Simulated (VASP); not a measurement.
# ZrC in VASP: further runs, part 2 of 2

VASP 6.6.1. Earlier steps stand in the parts before.

## (3) Relaxation of shape and atoms at fixed volume, PBE (14.58 Å³/atom)

This run uses another cell than the first one, of 14.58 Å³/atom.

File INCAR:

```
SYSTEM = ZrC
PREC = Accurate ; ENCUT = 600
EDIFF = 1E-6 ; ISMEAR = 0
SIGMA = 0.05 ; LREAL = .FALSE.
LASPH = .TRUE. ; NELM = 100
ALGO = Fast ; ISIF = 4
LWAVE = .FALSE. ; LCHARG = .FALSE.
GGA = PE ; IBRION = 2
NSW = 60 ; EDIFFG = -0.01
```

File KPOINTS:

```
regular mesh
0
G
  12 12 6
  0 0 0
```

File POSCAR:

```
ZrC
1.0
    3.8086844978      0.0000000000      0.0000000000
   -1.9043422489      3.2984175301      0.0000000000
    0.0000000000      0.0000000000      4.6434861119
Zr C
2 2
Direct
    0.6666666667      0.3333333333      0.0677788007
    0.3333333333      0.6666666667      0.5677788007
    0.6666666667      0.3333333333      0.5574211993
    0.3333333333      0.6666666667      0.0574211993
```

Potentials or basis: VASP PAW PBE potentials, release 64 (Zr_sv, C).

Launch:

```bash
> cat potpaw_PBE.64/Zr_sv/POTCAR potpaw_PBE.64/C/POTCAR > POTCAR
> mpirun -np 1 vasp_std > vasp.out
```

OUTCAR:

```text
SYSTEM = ZrC
   PREC = Accurate
   ENCUT = 600
   EDIFF = 1E-6
   ISMEAR = 0
   LREAL = .FALSE.
   LASPH = .TRUE.
   NELM = 100
   ISIF = 4
   GGA = PE
   IBRION = 2
   NSW = 60
   EDIFFG = -0.01

 ion  position               nearest neighbor table
   1  0.667  0.333  0.068-   4 2.20   4 2.20   4 2.20   3 2.27   3 2.37   2 3.20   2 3.20   2 3.20
                             2 3.20   2 3.20   2 3.20
   2  0.333  0.667  0.568-   3 2.20   3 2.20   3 2.20   4 2.27   4 2.37   1 3.20   1 3.20   1 3.20
                             1 3.20   1 3.20   1 3.20
   3  0.667  0.333  0.557-   2 2.20   2 2.20   2 2.20   1 2.27   1 2.37
   4  0.333  0.667  0.057-   1 2.20   1 2.20   1 2.20   2 2.27   2 2.37

  LATTYP: Found a hexagonal cell.
 ALAT       =     3.8086844978
 C/A-ratio  =     1.2191837141

  Lattice vectors:

 A1 = (   3.8086844978,   0.0000000000,   0.0000000000)
 A2 = (  -1.9043422489,   3.2984175301,   0.0000000000)
 A3 = (   0.0000000000,   0.0000000000,   4.6434861119)

Analysis of symmetry for initial positions (statically):
=====================================================================
 Subroutine PRICEL returns:
 Original cell was already a primitive cell.

 Routine SETGRP: Setting up the symmetry group for a
 hexagonal supercell.

 Subroutine GETGRP returns: Found 12 space group operations
 (whereof  6 operations were pure point group operations)
 out of a pool of 24 trial point group operations.

The static configuration has the point symmetry C_3v.
 The point group associated with its full space group is C_6v.

Analysis of symmetry for dynamics (positions and initial velocities):
=====================================================================
 Subroutine PRICEL returns:
 Original cell was already a primitive cell.

 Routine SETGRP: Setting up the symmetry group for a
 hexagonal supercell.

 Subroutine GETGRP returns: Found 12 space group operations
 (whereof  6 operations were pure point group operations)
 out of a pool of 24 trial point group operations.

The dynamic configuration has the point symmetry C_3v.
 The point group associated with its full space group is C_6v.

 Subroutine INISYM returns: Found 12 space group operations
 (whereof  6 operations are pure point group operations),
 and found     1 'primitive' translations

----------------------------------------------------------------------------------------

                                     Primitive cell

  volume of cell :      58.3344

  direct lattice vectors                    reciprocal lattice vectors
     3.808684498  0.000000000  0.000000000     0.262557847  0.151587843  0.000000000
    -1.904342249  3.298417530  0.000000000     0.000000000  0.303175687  0.000000000
     0.000000000  0.000000000  4.643486112     0.000000000  0.000000000  0.215355441

  length of vectors
     3.808684498  3.808684498  4.643486112     0.303175687  0.303175687  0.215355441

  position of ions in fractional coordinates (direct lattice)
     0.666666667  0.333333333  0.067778801
     0.333333333  0.666666667  0.567778801
     0.666666667  0.333333333  0.557421199
     0.333333333  0.666666667  0.057421199

  ion indices of the primitive-cell ions
   primitive index   ion index
                 1           1
                 2           2
                 3           3
[... 55 lines left out ...]
   k-points           NKPTS =     76   k-points in BZ     NKDIM =     76   number of bands    NBANDS=     20
   number of dos      NEDOS =    301   number of ions     NIONS =      4
   total plane-waves  NPLWV =  36000
   dimension x,y,z NGX =    30 NGY =   30 NGZ =   40
   dimension x,y,z NGXF=    60 NGYF=   60 NGZF=   80
   ions per type =               2   2
   NGX,Y,Z   is equivalent  to a cutoff of  13.09, 13.09, 14.32 a.u.
   NGXF,Y,Z  is equivalent  to a cutoff of  26.19, 26.19, 28.64 a.u.
 SYSTEM =  ZrC
   PREC   = accura    normal or accurate (medium, high low for compatibility)
   ISTART =      0    job   : 0-new  1-cont  2-samecut
   ICHARG =      2    charge: 1-file 2-atom 10-const
[... 14 lines left out ...]
   POTIM  = 0.5000    time-step for ionic-motion
   TEBEG  =    0.0;   TEEND  =   0.0 temperature during run
   PSTRESS=    0.0 pullay stress
   NELECT =      32.0000    total number of electrons
   NUPDOWN=      -1.0000    fix difference up-down
   EMIN   =  10.00;   EMAX   =-10.00  energy-range for DOS
   EFERMI =   0.00;   METHOD = LEGACY
   ISMEAR =     0;   SIGMA  =   0.05  broadening in eV -4-tet -1-fermi 0-gaus
   EFERMI_NEDOS =   21; number of points for ismear=-14 and -15
   IALGO  =     68    algorithm
   IMIX   =      4    mixing-type and parameters
     AMIX     =   0.40;   BMIX     =  1.00
     AMIX_MAG =   1.60;   BMIX_MAG =  1.00
  volume/ion in A,a.u.               =      14.58        98.41
  Fermi-wavevector in a.u.,A,eV,Ry     =   1.340139  2.532496 24.435696  1.795973
  Thomas-Fermi vector in A             =   2.468476
   LORBIT       =      0    0 simple, 1 ext, 2 COOP (PROOUT), +10 PAW based schemes
   GGA     = PE    functional components
   LHFCALC =     F    Hartree Fock is set to
   AEXX    =    0.0000 exact exchange contribution
   IVDW    =     0    specifies the selected vdW correction
   LEPSILON=     F    determine dielectric tensor
   LRPA    =     F    only Hartree local field effects (RPA)
 conjugate gradient relaxation of ions
 non-spin polarized calculation
 RMM-DIIS sequential band-by-band and
 Gauss-broadening in eV      SIGMA  =   0.05
  energy-cutoff  :      600.00
  volume of cell :       58.33
 maximum number of plane-waves:      1986
   NGX = 15   NGY = 15   NGZ = 19

--------------------------------------- Ionic step        1  -------------------------------------------

 number of electron      31.9999999 magnetization

 Free energy of the ion-electron system (eV)
  ---------------------------------------------------
  ext. energy  EPLUGINS =         0.00000000
  ---------------------------------------------------
  free energy    TOTEN  =       -37.75935190 eV

  energy without entropy =      -37.75883176  energy(sigma->0) =      -37.75909183

------------------------ aborting loop because EDIFF is reached ----------------------------------------

  FORCE on cell =-STRESS in cart. coord.  units (eV):
  Direction    XX          YY          ZZ          XY          YZ          ZX
  --------------------------------------------------------------------------------------
  -------------------------------------------------------------------------------------
  Total        3.9430800      3.9430800      4.1821534     -0.0000000     -0.0000000      0.0000000
  in kB      108.2982385    108.2982385    114.8644839     -0.0000000     -0.0000000      0.0000000
  external PRESSURE =     110.4869869 kB  Pullay stress =       0.0000000 kB
[... 215 lines left out ...]
--------------------------------------- Ionic step        7  -------------------------------------------

 number of electron      31.9999999 magnetization

 Free energy of the ion-electron system (eV)
  ---------------------------------------------------
  ext. energy  EPLUGINS =         0.00000000
  ---------------------------------------------------
  free energy    TOTEN  =       -37.75954780 eV

  energy without entropy =      -37.75899553  energy(sigma->0) =      -37.75927166

 E-fermi :   7.9466     XC(G=0): -11.2855

 val. band max:        7.9065593110   @ k =   0.2500   0.1667   0.0000
 cond. band min:       7.9762988469   @ k =   0.2500   0.2500   0.0000
 fundamental gap:      0.0697395358
 Fermi energy:         7.9465556862

 k-point     1 :       0.0000    0.0000    0.0000
  band No.  band energies     occupation
      1     -39.8968      2.00000
      2     -39.7341      2.00000
      3     -18.3571      2.00000
      4     -18.0606      2.00000
      5     -18.0606      2.00000
      6     -17.7814      2.00000
[... 541 lines left out ...]
     19      11.6433      0.00000
     20      12.9730      0.00000

 [... further k-points ...]

------------------------ aborting loop because EDIFF is reached ----------------------------------------

  FORCE on cell =-STRESS in cart. coord.  units (eV):
  Direction    XX          YY          ZZ          XY          YZ          ZX
  --------------------------------------------------------------------------------------
  -------------------------------------------------------------------------------------
  Total        4.0054989      4.0054989      3.9977649      0.0000000      0.0000000      0.0000000
  in kB      110.0125970    110.0125970    109.8001794      0.0000000      0.0000000      0.0000000
  external PRESSURE =     109.9417912 kB  Pullay stress =       0.0000000 kB
[... 19 lines left out ...]
  FREE ENERGIE OF THE ION-ELECTRON SYSTEM (eV)
  ---------------------------------------------------
  free  energy   TOTEN  =       -37.7595477963 eV

  energy  without entropy=      -37.7589955308  energy(sigma->0) =      -37.75927166

 reached required accuracy - stopping structural energy minimisation
```

OSZICAR:

```text
N       E                     dE             d eps       ncg     rms          rms(c)
DAV:   1     0.302047816622E+03    0.30205E+03   -0.18605E+04  3040   0.177E+03
DAV:   2    -0.173115939412E+02   -0.31936E+03   -0.30668E+03  3572   0.452E+02
DAV:   3    -0.446997006953E+02   -0.27388E+02   -0.26768E+02  5320   0.107E+02
[... 53 lines left out ...]
   6 F= -.37759525E+02 E0= -.37759256E+02  d E =-.173501E-03
       N       E                     dE             d eps       ncg     rms          rms(c)
DAV:   1    -0.377595454023E+02   -0.20536E-04   -0.41127E-03  3356   0.591E-01    0.129E-02
RMM:   2    -0.377595478273E+02   -0.24250E-05   -0.66112E-05  3338   0.773E-02    0.718E-03
RMM:   3    -0.377595475291E+02    0.29828E-06   -0.15418E-05  3427   0.270E-02    0.161E-03
RMM:   4    -0.377595477963E+02   -0.26728E-06   -0.36579E-06  2441   0.110E-02
   7 F= -.37759548E+02 E0= -.37759272E+02  d E =-.223922E-04
```

CONTCAR:

```text
ZrC
   1.00000000000000
     3.8067280647844255    0.0000000000000000    0.0000000000000000
    -1.9033640323922127    3.2967232094084933    0.0000000000000000
     0.0000000000000000    0.0000000000000000    4.6482602927037080
  Zr              C
     2     2
Direct
     0.6666666667000030    0.3333333332999970    0.0675214147645639
     0.3333333332999970    0.6666666667000030    0.5675214147645639
     0.6666666667000030    0.3333333332999970    0.5576785852354357
     0.3333333332999970    0.6666666667000030    0.0576785852354356

  0.00000000E+00  0.00000000E+00  0.00000000E+00
  0.00000000E+00  0.00000000E+00  0.00000000E+00
  0.00000000E+00  0.00000000E+00  0.00000000E+00
  0.00000000E+00  0.00000000E+00  0.00000000E+00
```

Run time: 9.3 min. Hardware: 1 thread of Oxide Virtual Turin-like, shared host; peak memory 0.23 GiB.

Results:

```
Free energy                  : -37.7595 eV
Energy gained by relaxing    : 0.0 meV/atom
Ionic steps                  : 7
Pressure after relaxing      : 11.0 GPa
Largest force after relaxing : 0.008 eV/Å
Band gap on the k mesh       : zero (bands 16 and 17 overlap by 1.21 eV)
```

Forces in eV/Å, atoms in the order of the input:
```
Zr   0.000  0.000 -0.008
Zr   0.000  0.000 -0.008
C    0.000  0.000  0.008
C    0.000  0.000  0.008
```

Step by step:
```tsv
step	energy change (eV)	largest force (eV/Å)	pressure (GPa)	volume (Å³)
1	0.0000	0.0236	11.05	58.33
2	-0.0001	0.0039	10.96	58.33
3	-0.0002	0.0111	10.99	58.33
4	-0.0002	0.0114	10.99	58.33
5	-0.0001	0.0174	11.01	58.33
6	-0.0002	0.0116	11.00	58.33
7	-0.0002	0.0076	10.99	58.33
```

Final structure:
```yaml
crystal:
  lattice:
    - [3.80673, 0.00000, 0.00000]
    - [-1.90336, 3.29672, 0.00000]
    - [0.00000, 0.00000, 4.64826]
  atoms:
    - { symbol: Zr, position: [0.66667, 0.33333, 0.06752] }
    - { symbol: Zr, position: [0.33333, 0.66667, 0.56752] }
    - { symbol: C, position: [0.66667, 0.33333, 0.55768] }
    - { symbol: C, position: [0.33333, 0.66667, 0.05768] }
```

## (4) Relaxation of shape and atoms at fixed volume, PBE (14.82 Å³/atom)

This run uses another cell than the first one, of 14.82 Å³/atom.

File INCAR:

```
SYSTEM = ZrC
PREC = Accurate
ENCUT = 600
EDIFF = 1E-7
ISMEAR = 0
SIGMA = 0.05
LREAL = .FALSE.
LASPH = .TRUE.
NELM = 60
ALGO = Fast
ISIF = 4
LWAVE = .FALSE.
LCHARG = .FALSE.
GGA = PE
IBRION = 2
NSW = 60
EDIFFG = -0.01
```

File KPOINTS:

```
Automatic mesh
0
G
  12 12 6
  0 0 0
```

File POSCAR:

```
ZrC
1.0
    3.8313217680      0.0000000000      0.0000000000
   -1.9156608840      3.3180219811      0.0000000000
    0.0000000000      0.0000000000      4.6616140902
Zr C
2 2
Direct
    0.6666666667      0.3333333333      0.0680627135
    0.3333333333      0.6666666667      0.5680627135
    0.6666666667      0.3333333333      0.5571372865
    0.3333333333      0.6666666667      0.0571372865
```

Launch:

```bash
> cat potpaw_PBE.64/Zr_sv/POTCAR potpaw_PBE.64/C/POTCAR > POTCAR
> mpirun -np 1 vasp_std > vasp.out
```

It took 10 min on 1 thread of Oxide Virtual Turin-like, shared host; peak memory 0.24 GiB.

Results (log left out):

```
Free energy                  : -37.8143 eV
Energy gained by relaxing    : 0.1 meV/atom
Ionic steps                  : 4
Pressure after relaxing      : 7.7 GPa
Largest force after relaxing : 0.008 eV/Å
Band gap on the k mesh       : zero (bands 16 and 17 overlap by 1.19 eV)
```

Forces on the atoms (eV/Å):
```
Zr   0.000  0.000 -0.008
Zr   0.000  0.000 -0.008
C    0.000  0.000  0.008
C    0.000  0.000  0.008
```

Step by step:
```
step  energy change (eV)  largest force (eV/Å)  pressure (GPa)  volume (Å³)
   1              0.0000                0.0276            7.79        59.26
   2             -0.0002                0.0027            7.68        59.26
   3             -0.0003                0.0116            7.72        59.26
   4             -0.0003                0.0082            7.72        59.26
```

Final structure:
```yaml
crystal:
  lattice:
    - [3.82852, 0.00000, 0.00000]
    - [-1.91426, 3.31560, 0.00000]
    - [0.00000, 0.00000, 4.66843]
  atoms:
    - { symbol: Zr, position: [0.66667, 0.33333, 0.06777] }
    - { symbol: Zr, position: [0.33333, 0.66667, 0.56777] }
    - { symbol: C, position: [0.66667, 0.33333, 0.55743] }
    - { symbol: C, position: [0.33333, 0.66667, 0.05743] }
```

Levels at points of the mesh, in eV from the Fermi level:
```tsv
k point	band 13	band 14	band 15	band 16	band 17	band 18	band 19	band 20
(0.00, 0.00, 0.00)	-2.43	-2.43	-1.35	1.15	1.15	1.18	2.48	4.41
(0.50, 0.00, 0.00)	-1.44	-1.32	-0.95	-0.33	0.29	1.87	3.00	3.76
(0.00, 0.00, 0.50)	-2.99	-2.99	-2.87	-2.87	3.95	3.95	3.95	3.95
(0.50, 0.00, 0.50)	-2.19	-2.19	-1.34	-1.34	2.54	2.54	3.33	3.33
```

## (5) Single point, PBE

This run uses another cell than the first one, of 15.43 Å³/atom.

File INCAR:

```
SYSTEM = ZrC
ALGO = Normal
EDIFF = 1E-7
ENCUT = 520
GGA = PE
ISIF = 2
ISMEAR = -4
LASPH = .True.
LCHARG = .False.
LREAL = .False.
LWAVE = .False.
NBANDS = 24
NELM = 100
PREC = Accurate
SIGMA = 0.1
```

File KPOINTS:

```
k-points
0
Gamma
  15 15 8
  0 0 0
```

File POSCAR:

```
ZrC
1.0
    3.8868520451      0.0000000000      0.0000000000
   -1.9434260226      3.3661126118      0.0000000000
    0.0000000000      0.0000000000      4.7180910788
Zr C
2 2
Direct
    0.6666666667      0.3333333333      0.0681625387
    0.3333333333      0.6666666667      0.5681625387
    0.6666666667      0.3333333333      0.5570374613
    0.3333333333      0.6666666667      0.0570374613
```

Launch:

```bash
> cat potpaw_PBE.64/Zr_sv/POTCAR potpaw_PBE.64/C/POTCAR > POTCAR
> mpirun -np 1 vasp_std > vasp.out
```

It took 5.3 min on 1 thread of Oxide Virtual Turin-like, shared host; peak memory 0.27 GiB.

It converged, with:

```
Free energy            : -37.8689 eV
Pressure               : 0.2 GPa
Largest force          : 0.007 eV/Å
Band gap on the k mesh : zero (bands 16 and 17 overlap by 1.19 eV)
```

Forces in eV/Å, atoms in the order of the input:
```
Zr   0.000  0.000 -0.007
Zr   0.000  0.000 -0.007
C    0.000  0.000  0.007
C    0.000  0.000  0.007
```

Stress tensor (GPa, compression positive):
```
0.16 0.00 0.00
0.00 0.16 0.00
0.00 0.00 0.27
```

Levels at points of the mesh, in eV from the Fermi level:
```tsv
k point	band 12	band 13	band 14	band 15	band 16	band 17	band 18	band 19	band 20	band 21
(0.00, 0.00, 0.00)	-2.74	-2.50	-2.50	-1.54	0.97	0.97	1.01	2.27	4.08	4.08
(0.00, 0.00, 0.50)	-3.02	-3.02	-3.02	-2.94	-2.94	3.65	3.65	3.65	3.65	4.11
```

Caveat: tetrahedron occupations give inexact forces and stress in metals.

## (6) Relaxation of shape and atoms at fixed volume, PBE (15.12 Å³/atom)

This run uses another cell than the first one, of 15.12 Å³/atom.

File INCAR:

```
SYSTEM = ZrC
PREC     = Accurate       ! precision mode
ENCUT    = 600            ! plane-wave cutoff, eV
EDIFF    = 1E-6           ! SCF threshold, eV
ISMEAR   = 0              ! smearing method
SIGMA    = 0.05           ! smearing width, eV
LREAL    = .False.        ! projectors in reciprocal space
LASPH    = .True.         ! aspherical terms in the spheres
NELM     = 60             ! most SCF steps
ALGO     = Fast           ! electronic algorithm
ISIF     = 4              ! what is computed and relaxed
LWAVE    = .False.        ! write WAVECAR
LCHARG   = .False.        ! write CHGCAR
GGA      = PE             ! functional
IBRION   = 2              ! ionic algorithm
NSW      = 60             ! ionic steps
EDIFFG   = -0.01          ! ionic threshold
```

File KPOINTS:

```
Automatic mesh
0
Gamma
  12 12 6
  0 0 0
```

File POSCAR:

```
ZrC
1.0
    3.8607650037      0.0000000000      0.0000000000
   -1.9303825019      3.3435205713      0.0000000000
    0.0000000000      0.0000000000      4.6864250839
Zr C
2 2
Direct
    0.6666666667      0.3333333333      0.0681625387
    0.3333333333      0.6666666667      0.5681625387
    0.6666666667      0.3333333333      0.5570374613
    0.3333333333      0.6666666667      0.0570374613
```

Potentials or basis: VASP PAW PBE potentials, release 64 (Zr_sv, C).

Launch:

```bash
> cat potpaw_PBE.64/Zr_sv/POTCAR potpaw_PBE.64/C/POTCAR > POTCAR
> mpirun -np 1 vasp_std > vasp.out
```

It took 5.1 min on 1 thread of Oxide Virtual Turin-like, shared host; peak memory 0.24 GiB.

The run converged. Its results:

```
Free energy                  : -37.8592 eV
Energy gained by relaxing    : 0.1 meV/atom
Ionic steps                  : 3
Pressure after relaxing      : 3.7 GPa
Largest force after relaxing : 0.006 eV/Å
Band gap on the k mesh       : zero (bands 16 and 17 overlap by 1.15 eV)
```

Forces on the atoms (eV/Å):
```
Zr   0.000  0.000 -0.006
Zr   0.000  0.000 -0.006
C    0.000  0.000  0.006
C    0.000  0.000  0.006
```

Step by step:
```csv
step,energy change (eV),largest force (eV/Å),pressure (GPa),volume (Å³)
1,0.0000,0.0204,3.80,60.49
2,-0.0002,0.0009,3.69,60.49
3,-0.0003,0.0062,3.73,60.49
```

Final structure:
```
CELL_PARAMETERS angstrom
3.85756 0.00000 0.00000
-1.92878 3.34074 0.00000
0.00000 0.00000 4.69422
ATOMIC_POSITIONS crystal
Zr 0.66667 0.33333 0.06803
Zr 0.33333 0.66667 0.56803
C 0.66667 0.33333 0.55717
C 0.33333 0.66667 0.05717
```

Levels at points of the mesh, in eV from the Fermi level:
| k point | band 12 | band 13 | band 14 | band 15 | band 16 | band 17 | band 18 | band 19 | band 20 |
| --- | --- | --- | --- | --- | --- | --- | --- | --- | --- |
| (0.00, 0.00, 0.00) | -2.67 | -2.40 | -2.40 | -1.39 | 1.12 | 1.12 | 1.15 | 2.44 | 4.30 |
| (0.50, 0.00, 0.00) | -1.92 | -1.43 | -1.33 | -0.99 | -0.35 | 0.29 | 1.82 | 2.94 | 3.66 |
| (0.00, 0.00, 0.50) | -2.95 | -2.95 | -2.95 | -2.84 | -2.84 | 3.86 | 3.86 | 3.86 | 3.86 |
| (0.50, 0.00, 0.50) | -3.96 | -2.16 | -2.16 | -1.36 | -1.36 | 2.47 | 2.47 | 3.26 | 3.26 |

## (7) Overview

```csv
task,cell,k mesh,cutoff (eV),smearing,gap on the mesh (eV),pressure (GPa),largest force (eV/Å)
single point,"a = 3.887, b = 3.858, c = 4.718 Å, angles 90.0, 90.0, 120.2°, 4 atoms, atomic positions A",12 × 12 × 6,520,gaussian 0.05 eV,none,1.9,0.12
relaxation of shape and atoms at fixed volume,"relaxed from a = 3.809, b = 3.809, c = 4.643 Å, angles 90.0, 90.0, 120.0°, 4 atoms, atomic positions B",12 × 12 × 6,600,gaussian 0.05 eV,none,11.0,0.01
relaxation of shape and atoms at fixed volume,"relaxed from a = 3.831, b = 3.831, c = 4.662 Å, angles 90.0, 90.0, 120.0°, 4 atoms, atomic positions C",12 × 12 × 6,600,gaussian 0.05 eV,none,7.7,0.01
single point,"a = 3.887, b = 3.887, c = 4.718 Å, angles 90.0, 90.0, 120.0°, 4 atoms, atomic positions A",15 × 15 × 8,520,tetrahedron,none,0.2,0.01
relaxation of shape and atoms at fixed volume,"relaxed from a = 3.861, b = 3.861, c = 4.686 Å, angles 90.0, 90.0, 120.0°, 4 atoms, atomic positions A",12 × 12 × 6,600,gaussian 0.05 eV,none,3.7,0.01
```

Alike in all rows: level PBE; potentials or basis VASP PAW PBE potentials, release 64 (Zr_sv, C); no spin polarisation.

Caveats: tetrahedron occupations give inexact forces and stress in metals (at least some runs).

Total energies depend on the potentials used, so only differences within one code and one set of settings carry meaning.

The gap in the log of VASP goes by the Fermi energy; the results here count the filled bands.